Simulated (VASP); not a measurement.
Runs of VASP 6.6.1 on GaAs. The structure is that of space group F-43m (No. 216), or close to it. The cells are those of the table. 

```tsv
task	level	cell	k mesh	cutoff (eV)	smearing	k mesh for the DOS	occupations for the DOS	gap on the mesh (eV)	pressure (GPa)
single point	PBE	a = 4.062 Å, angles 60.0°, 2 atoms	10 × 10 × 10	520	gaussian 0.01 eV	-	-	0.16	0.2
single point	r2SCAN	a = 4.062 Å, angles 60.0°, 2 atoms	10 × 10 × 10	520	gaussian 0.01 eV	-	-	0.62	(a)
single point	PBE	a = 4.062, b = 4.062, c = 4.063 Å, angles 120.0, 120.0, 60.0°, 2 atoms	6 × 6 × 6	520	gaussian 0.1 eV	-	-	0.16	0.2
relaxation of cell and atoms	PBE	relaxed from a = 4.062 Å, angles 60.0°, 2 atoms	10 × 10 × 10	600	gaussian 0.01 eV	-	-	0.14	0.0
```

Alike in all rows: potentials or basis VASP PAW PBE potentials, release 64 (Ga_d, As); no spin polarisation.

Task: Estimate the missing entries.

Result: (a) -2.6.

Caveats: the PAW data sets were made with another functional, which shifts forces and pressure a little (some runs).

A k mesh can miss the band edges, and the runs leave out spin-orbit coupling on As, Ga.
